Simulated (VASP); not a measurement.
Write the native input for VASP 6.6.1 that does the following.

```yaml
Task: single point
Functional: PBEsol
Potentials_or_basis: VASP PAW PBE potentials, release 64 (K_sv, Na_pv, Mg, F)
Cutoff: 520 eV
k_mesh: 1 × 1 × 1, shifted
Occupations: fermi-dirac, width 0.05 eV
Spin: no spin polarisation
Dipole_correction: no
Further_INCAR_settings: LREAL = Auto; ALGO = Normal; EDIFF = 1e-06; NBANDS = 152; ISYM = 0
```

The structure of K3NaMg4F12 (a cell with a defect) lies in POSCAR:

```
K3NaMg4F12
1.0
    7.9825440000      0.0000000000      0.0000000000
    0.0000000000      7.9825440000      0.0000000000
    0.0000000000      0.0000000000      7.9825440000
K Na Mg F
6 2 8 24
Direct
    0.9993950000      0.9998080000      0.0007440000
    0.9993450000      0.9999480000      0.5006580000
    0.9992460000      0.5006240000      0.0014850000
    0.4997700000      0.0000830000      0.0008670000
    0.4995280000      0.9996710000      0.5008100000
    0.4996720000      0.5006220000      0.0000690000
    0.0048060000      0.4999680000      0.5079690000
    0.5026310000      0.4954330000      0.4939020000
    0.2492680000      0.2519600000      0.2523170000
    0.2497890000      0.2518500000      0.7492730000
    0.2493460000      0.7487100000      0.2525260000
    0.2498310000      0.7486830000      0.7491370000
    0.7497830000      0.2519920000      0.2523230000
    0.7494470000      0.2520200000      0.7491240000
    0.7496200000      0.7485130000      0.2525100000
    0.7493180000      0.7485220000      0.7489570000
    0.2484840000      0.2518140000      0.0007790000
    0.2509310000      0.2549610000      0.5007900000
    0.2498970000      0.7488420000      0.0008120000
    0.2479880000      0.7464900000      0.5008430000
    0.7506980000      0.2503140000      0.0006940000
    0.7472020000      0.2563680000      0.5007110000
    0.7491580000      0.7501740000      0.0007670000
    0.7500620000      0.7449380000      0.5007420000
    0.9994970000      0.2532010000      0.2549710000
    0.9995840000      0.2554750000      0.7453490000
    0.9994390000      0.7478890000      0.2526320000
    0.9995580000      0.7455330000      0.7477380000
    0.4994600000      0.2543630000      0.2535650000
    0.4995100000      0.2520190000      0.7489950000
    0.4994550000      0.7468930000      0.2546620000
    0.4995000000      0.7490030000      0.7480640000
    0.2498460000      0.0004330000      0.2514020000
    0.2481570000      0.0004150000      0.7502790000
    0.2498680000      0.5003200000      0.2563360000
    0.2495340000      0.5003080000      0.7453200000
    0.7490830000      0.0004050000      0.2525360000
    0.7509940000      0.0003520000      0.7489010000
    0.7481150000      0.5002690000      0.2539510000
    0.7488190000      0.5002770000      0.7474540000
```

These files were run (other wordings do the same):

INCAR

```
SYSTEM = K3NaMg4F12
ALGO = Normal ; EDIFF = 1E-6
ENCUT = 520 ; GGA = PS
GGA_COMPAT = .False. ; ISIF = 2
ISMEAR = -1 ; ISYM = 0
LASPH = .True. ; LCHARG = .False.
LREAL = Auto ; LWAVE = .False.
NBANDS = 152 ; NELM = 120
PREC = Accurate ; SIGMA = 0.05
```

KPOINTS

```
Automatic mesh
0
Gamma
  1 1 1
  0.25 0.25 0.25
```

Potentials or basis: VASP PAW PBE potentials, release 64 (K_sv, Na_pv, Mg, F).

Launch:

```sh
$ cat potpaw_PBE.64/K_sv/POTCAR potpaw_PBE.64/Na_pv/POTCAR potpaw_PBE.64/Mg/POTCAR potpaw_PBE.64/F/POTCAR > POTCAR
$ mpirun -np 1 vasp_std > vasp.out
```

Results of the run:

The pressure is -1.6 GPa. The largest force is 0.009 eV/Å and the band gap on the k mesh is 7.47 eV.

Caveat: the k points lie up to 0.79 Å⁻¹ apart; the PAW data sets were made with another functional, which shifts forces and pressure a little.

Run time: 7.5 min on 1 thread of Intel(R) Xeon(R) Platinum 8259CL CPU @ 2.50GHz (Skylake/Cascade Lake), with other jobs on the host, peak memory 0.6 GiB.
